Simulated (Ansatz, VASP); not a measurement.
## One calculation of Ir, two programs

Contents of POSCAR:

```
Ir
1.0
    0.0000000000      1.7661240000      1.9964880000
    1.7661240000      0.0000000000      1.9964880000
    1.7661240000      1.7661240000      0.0000000000
Ir
1
Direct
    0.0000000000      0.0000000000      0.0000000000
```

INCAR.step1

```
SYSTEM = Ir
  ALGO = Normal
  EDIFF = 1E-4
  ENCUT = 520
  GGA = PE
  ISMEAR = 0
  LASPH = .True.
  LCHARG = .False.
  LREAL = .False.
  LWAVE = .True.
  NBANDS = 10
  NELM = 80
  PREC = Accurate
  SIGMA = 0.15
```

INCAR.step2

```
SYSTEM = Ir
  ALGO = Normal
  EDIFF = 1E-6
  ENCUT = 520
  ISIF = 2
  ISMEAR = 0
  ISTART = 1
  LASPH = .True.
  LCHARG = .False.
  LMIXTAU = .True.
  LREAL = .False.
  LWAVE = .False.
  METAGGA = R2SCAN
  NBANDS = 10
  NELM = 80
  PREC = Accurate
  SIGMA = 0.15
```

KPOINTS

```
k-points
0
Gamma
  22 22 22
  0 0 0
```

Input for Ansatz:

```yaml
crystal:
  lattice:
    - [0.0, 1.766124, 1.996488]
    - [1.766124, 0.0, 1.996488]
    - [1.766124, 1.766124, 0.0]
  atoms:
    - { symbol: Ir, position: [0.0, 0.0, 0.0] }
basis:
  ecutwfc: 500
kpoints:
  mp_grid: { grid: [22, 22, 22] }
hamiltonian:
  xc: r2scan
scf:
  occupations: { method: gaussian, width: 0.15 }
output:
  forces: true
  stress: true
  eigenvalues: true
```

Change from the starting cell: strain -0.080 along x and y, +0.040 along z, atoms carried along.

Alike in both runs: task single point; functional r2SCAN; k mesh 22 × 22 × 22; occupations gaussian, width 0.15 eV; no spin polarisation.

```csv
,VASP,Ansatz
version,VASP 6.6.1,Ansatz 0.2.0
potentials or method,"VASP PAW PBE potentials, release 64 (Ir), cutoff 520 eV","scalar-relativistic, plane waves, PAW"
valence electrons in the cell,9,17
```

```tsv
	VASP	Ansatz	Ansatz less VASP
gap on the k mesh at the Fermi level (eV)	none	none	-
pressure (GPa)	78.9	73.8	-5.16
traceless stress, the component that is largest in VASP (GPa)	-46.21	-45.90	+0.311
```

VASP's potentials were made for PBE, not for r2SCAN. A gap of «none» marks a metal or a gap that the smearing closes. Both programs put the cell under a high pressure, so it lies far from rest at this level. VASP's potentials hold 9 valence electrons a cell and Ansatz's 17, so a difference there can come from the potentials and not from the codes.

Neither program's run includes spin-orbit coupling. Noted on VASP's run: the cell as given lies far from equilibrium.
